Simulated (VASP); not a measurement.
# MgO (Immm) in VASP: further runs

The runs below take MgO through single point, with PBEsol.

Program: VASP 6.6.1. These are calculated values, not measurements. Logs are shortened: lines on timing, memory, paths and dates and some standing lists are left out, and cuts for length are marked.

### 1 The cell of the first run

Symmetry: Immm, No. 71, orthorhombic system. Conventional cell: a = 2.963 Å, b = 3.076 Å, c = 4.270 Å, α = 90.00°, β = 90.00°, γ = 90.00°. Within 2.8 Å of Mg (site symmetry mmm) lie 6 O at 2.14 Å. Within 2.8 Å of O (site symmetry mmm) lie 6 Mg at 2.14 Å.

### 2 Single point, PBEsol (strain +0.0375 x Voigt [0, 0, 0, 0, 0, 1])

INCAR

```
SYSTEM = MgO
PREC = Accurate
ENCUT = 520
EDIFF = 1E-6
ISMEAR = 0
SIGMA = 0.05
LREAL = .False.
LASPH = .True.
NELM = 60
ALGO = Normal
ISIF = 2
LWAVE = .False.
LCHARG = .True.
GGA = PS
LELF = .True.
LVHAR = .True.
NBANDS = 11
```

KPOINTS

```
Automatic mesh
0
Gamma
  10 10 10
  0 0 0
```

POSCAR

```
MgO
1.0
    0.0400340625      2.1351500000      2.1351500000
    2.1351500000      0.0400340625      2.1351500000
    2.1751840625      2.1751840625      0.0000000000
Mg O
1 1
Direct
    0.0000000000      0.0000000000      0.0000000000
    0.5000000000      0.5000000000      0.5000000000
```

Potentials or basis: VASP PAW PBE potentials, release 64 (Mg, O).

Command:

```console
cat potpaw_PBE.64/Mg/POTCAR potpaw_PBE.64/O/POTCAR > POTCAR
mpirun -np 1 vasp_std > vasp.out
```

OUTCAR:

```text
SYSTEM = MgO
   PREC = Accurate
   ENCUT = 520
   EDIFF = 1E-6
   ISMEAR = 0
   LREAL = .False.
   LASPH = .True.
   NELM = 60
   ISIF = 2
   GGA = PS

 ion  position               nearest neighbor table
   1  0.000  0.000  0.000-   2 2.14   2 2.14   2 2.14   2 2.14   2 2.14   2 2.14
   2  0.500  0.500  0.500-   1 2.14   1 2.14   1 2.14   1 2.14   1 2.14   1 2.14

  LATTYP: Found a body centered orthorhombic cell.
 ALAT       =     2.9629413736
 B/A-ratio  =     1.0382165605
 C/A-ratio  =     1.4412367515

  Lattice vectors:

 A1 = (   2.1351500000,   0.0400340625,  -2.1351500000)
 A2 = (  -2.1351500000,  -0.0400340625,  -2.1351500000)
 A3 = (   0.0400340625,   2.1351500000,   2.1351500000)

Analysis of symmetry for initial positions (statically):
=====================================================================
 Subroutine PRICEL returns:
 Original cell was already a primitive cell.

 Routine SETGRP: Setting up the symmetry group for a
 body centered orthorhombic supercell.

 Subroutine GETGRP returns: Found  8 space group operations
 (whereof  8 operations were pure point group operations)
 out of a pool of  8 trial point group operations.

The static configuration has the point symmetry D_2h.

Analysis of symmetry for dynamics (positions and initial velocities):
=====================================================================
 Subroutine PRICEL returns:
 Original cell was already a primitive cell.

 Routine SETGRP: Setting up the symmetry group for a
 body centered orthorhombic supercell.

 Subroutine GETGRP returns: Found  8 space group operations
 (whereof  8 operations were pure point group operations)
 out of a pool of  8 trial point group operations.

The dynamic configuration has the point symmetry D_2h.

 Subroutine INISYM returns: Found  8 space group operations
 (whereof  8 operations are pure point group operations),
 and found     1 'primitive' translations

----------------------------------------------------------------------------------------

                                     Primitive cell

  volume of cell :      19.4609

  direct lattice vectors                    reciprocal lattice vectors
     0.040034063  2.135150000  2.135150000    -0.238650278  0.238650278  0.234175585
     2.135150000  0.040034063  2.135150000     0.238650278 -0.238650278  0.234175585
     2.175184063  2.175184063  0.000000000     0.229865605  0.229865605 -0.234175585

  length of vectors
     3.019823467  3.019823467  3.076174802     0.410787189  0.410787189  0.400642730

[... 83 lines left out ...]
   NSW    =      0    number of steps for IOM
   IBRION =     -1    ionic relax: 0-MD 1-quasi-New 2-CG
   NFREE  =      0    steps in history (QN), initial steepest desc. (CG)
   ISIF   =      2    stress and relaxation
   ISYM   =      2    0-nonsym 1-usesym 2-fastsym
   POTIM  = 0.5000    time-step for ionic-motion
   TEBEG  =    0.0;   TEEND  =   0.0 temperature during run
   PSTRESS=    0.0 pullay stress
   NELECT =       8.0000    total number of electrons
   NUPDOWN=      -1.0000    fix difference up-down
   EMIN   =  10.00;   EMAX   =-10.00  energy-range for DOS
   EFERMI =   0.00;   METHOD = LEGACY
   ISMEAR =     0;   SIGMA  =   0.05  broadening in eV -4-tet -1-fermi 0-gaus
   EFERMI_NEDOS =   21; number of points for ismear=-14 and -15
   IALGO  =     38    algorithm
   IMIX   =      4    mixing-type and parameters
     AMIX     =   0.40;   BMIX     =  1.00
     AMIX_MAG =   1.60;   BMIX_MAG =  1.00
  volume/ion in A,a.u.               =       9.73        65.66
  Fermi-wavevector in a.u.,A,eV,Ry     =   1.217262  2.300291 20.160111  1.481726
  Thomas-Fermi vector in A             =   2.352588
   LORBIT       =      0    0 simple, 1 ext, 2 COOP (PROOUT), +10 PAW based schemes
   GGA     = PS    functional components
   LHFCALC =     F    Hartree Fock is set to
   AEXX    =    0.0000 exact exchange contribution
   IVDW    =     0    specifies the selected vdW correction
   LEPSILON=     F    determine dielectric tensor
   LRPA    =     F    only Hartree local field effects (RPA)
 non-spin polarized calculation
 Gauss-broadening in eV      SIGMA  =   0.05
  energy-cutoff  :      520.00
  volume of cell :       19.46
 maximum number of plane-waves:       541
   NGX = 11   NGY = 11   NGZ = 11

 number of electron       8.0000002 magnetization

 Free energy of the ion-electron system (eV)
  ---------------------------------------------------
  ext. energy  EPLUGINS =         0.00000000
  ---------------------------------------------------
  free energy    TOTEN  =       -12.48518703 eV

  energy without entropy =      -12.48518703  energy(sigma->0) =      -12.48518703

 E-fermi :   3.2332     XC(G=0): -11.1150

 val. band max:        2.9126858316   @ k =   0.0000   0.0000   0.0000
 cond. band min:       7.0048415071   @ k =   0.0000   0.0000   0.0000
 fundamental gap:      4.0921556755
 Fermi energy:         3.2332213551

 k-point     1 :       0.0000    0.0000    0.0000
  band No.  band energies     occupation
      1     -14.2279      2.00000
      2       2.6380      2.00000
      3       2.7669      2.00000
      4       2.9127      2.00000
      5       7.0048      0.00000
      6      17.6494      0.00000
      7      18.1932      0.00000
      8      18.7197      0.00000
      9      21.8806      0.00000
     10      23.7506      0.00000
     11      23.7744      0.00000
[... 309 lines left out ...]
 k-point    24 :       0.4000    0.3000    0.0000
  band No.  band energies     occupation
      1     -13.0512      2.00000
      2      -0.7105      2.00000
      3       1.5201      2.00000
      4       1.6830      2.00000
      5      11.6217      0.00000
      6      12.8821      0.00000
      7      15.8309      0.00000
      8      19.9052      0.00000
      9      20.8751      0.00000
     10      26.9840      0.00000
     11      28.8587      0.00000

 [... further k-points ...]
[... 5 lines left out ...]
  --------------------------------------------------------------------------------------
  -------------------------------------------------------------------------------------
  Total       -0.7510419     -0.7510419     -0.7850888     -0.6344272      0.0000000      0.0000000
  in kB      -61.8318566    -61.8318566    -64.6348744    -52.2311932      0.0000000      0.0000000
  external PRESSURE =     -62.7661959 kB  Pullay stress =       0.0000000 kB

 VOLUME and BASIS-vectors are now :
 -----------------------------------------------------------------------------
  energy-cutoff  :      520.00
  volume of cell :       19.46
      direct lattice vectors                 reciprocal lattice vectors
     0.040034063  2.135150000  2.135150000    -0.238650278  0.238650278  0.234175585
     2.135150000  0.040034063  2.135150000     0.238650278 -0.238650278  0.234175585
     2.175184063  2.175184063  0.000000000     0.229865605  0.229865605 -0.234175585

 POSITION                                       TOTAL-FORCE (eV/Angst)
 -----------------------------------------------------------------------------------
      0.00000      0.00000      0.00000        -0.000000     -0.000000      0.000000
      2.17518      2.17518      2.13515         0.000000      0.000000     -0.000000
 -----------------------------------------------------------------------------------
    total drift:                               -0.000000     -0.000000      0.000000

  FREE ENERGIE OF THE ION-ELECTRON SYSTEM (eV)
  ---------------------------------------------------
  free  energy   TOTEN  =       -12.4851870258 eV

  energy  without entropy=      -12.4851870258  energy(sigma->0) =      -12.48518703
```

OSZICAR:

```text
N       E                     dE             d eps       ncg     rms          rms(c)
DAV:   1     0.122585652481E+02    0.12259E+02   -0.46984E+03  4338   0.652E+02
DAV:   2    -0.133362923132E+02   -0.25595E+02   -0.25096E+02  4340   0.132E+02
DAV:   3    -0.138651295924E+02   -0.52884E+00   -0.52849E+00  4524   0.166E+01
DAV:   4    -0.138663831399E+02   -0.12535E-02   -0.12535E-02  4122   0.927E-01
DAV:   5    -0.138663873016E+02   -0.41617E-05   -0.41617E-05  4410   0.528E-02    0.663E+00
DAV:   6    -0.125247453445E+02    0.13416E+01   -0.78988E+00  3945   0.150E+01    0.226E+00
DAV:   7    -0.124996325679E+02    0.25113E-01   -0.60973E-02  4185   0.215E+00    0.131E+00
DAV:   8    -0.124856581433E+02    0.13974E-01   -0.27229E-02  3960   0.184E+00    0.242E-01
DAV:   9    -0.124853004711E+02    0.35767E-03   -0.45315E-04  4356   0.149E-01    0.149E-01
DAV:  10    -0.124851864444E+02    0.11403E-03   -0.51607E-04  4236   0.169E-01    0.528E-03
DAV:  11    -0.124851870258E+02   -0.58135E-06   -0.54975E-06  4179   0.158E-02
   1 F= -.12485187E+02 E0= -.12485187E+02  d E =-.400041E-22
```

Run time: 33 s. Hardware: 1 thread of AMD EPYC 7R43 (Zen 3), shared host; peak memory 0.13 GiB.

What came out:

- Free energy: -12.4852 eV
- Pressure: -6.3 GPa
- Band gap on the k mesh: 4.09 eV, direct

Caveat: the cell differs from its parent crystal (strain +0.0375 x Voigt [0, 0, 0, 0, 0, 1]); the PAW data sets were made with another functional, which shifts forces and pressure a little.

### 3 Single point, PBEsol (strain +0.0125 x Voigt [0, 0, 0, 0, 0, 1])

INCAR

```
SYSTEM = MgO
ALGO = Normal
EDIFF = 1E-6
ENCUT = 520
GGA = PS
ISIF = 2
ISMEAR = 0
LASPH = .True.
LCHARG = .True.
LELF = .True.
LREAL = .False.
LVHAR = .True.
LWAVE = .False.
NBANDS = 11
NELM = 60
PREC = Accurate
SIGMA = 0.05
```

KPOINTS

```
k-points
0
Gamma
  10 10 10
  0 0 0
```

POSCAR

```
MgO
1.0
    0.0133446875      2.1351500000      2.1351500000
    2.1351500000      0.0133446875      2.1351500000
    2.1484946875      2.1484946875      0.0000000000
Mg O
1 1
Direct
    0.0000000000      0.0000000000      0.0000000000
    0.5000000000      0.5000000000      0.5000000000
```

Potentials or basis: VASP PAW PBE potentials, release 64 (Mg, O).

Command:

```console
cat potpaw_PBE.64/Mg/POTCAR potpaw_PBE.64/O/POTCAR > POTCAR
mpirun -np 1 vasp_std > vasp.out
```

Run time: 40 s. Hardware: 1 thread of AMD EPYC 7R43 (Zen 3), shared host; peak memory 0.13 GiB.

It converged, with:

- Free energy: -12.4955 eV
- Pressure: -6.3 GPa
- Band gap on the k mesh: 4.20 eV, direct

Stress tensor (GPa, compression positive):
```
-6.32 -1.74  0.00
-1.74 -6.32  0.00
 0.00  0.00 -6.35
```

Levels at points of the mesh, in eV from the valence-band top:
```tsv
k point	band 2	band 3	band 4	band 5	band 6	band 7
(0.00, 0.00, 0.00)	-0.09	-0.05	0.00	4.20	15.18	15.36
(0.50, 0.00, 0.00)	-4.52	-0.71	-0.67	7.40	12.06	15.57
(0.50, 0.50, 0.00)	-4.02	-1.43	-1.28	8.79	9.43	12.50
(0.00, 0.00, 0.50)	-4.57	-0.66	-0.61	7.48	11.93	15.74
(0.50, 0.00, 0.50)	-4.02	-1.36	-1.36	8.83	9.40	12.50
```

Caveat: the cell differs from its parent crystal (strain +0.0125 x Voigt [0, 0, 0, 0, 0, 1]); the PAW data sets were made with another functional, which shifts forces and pressure a little.
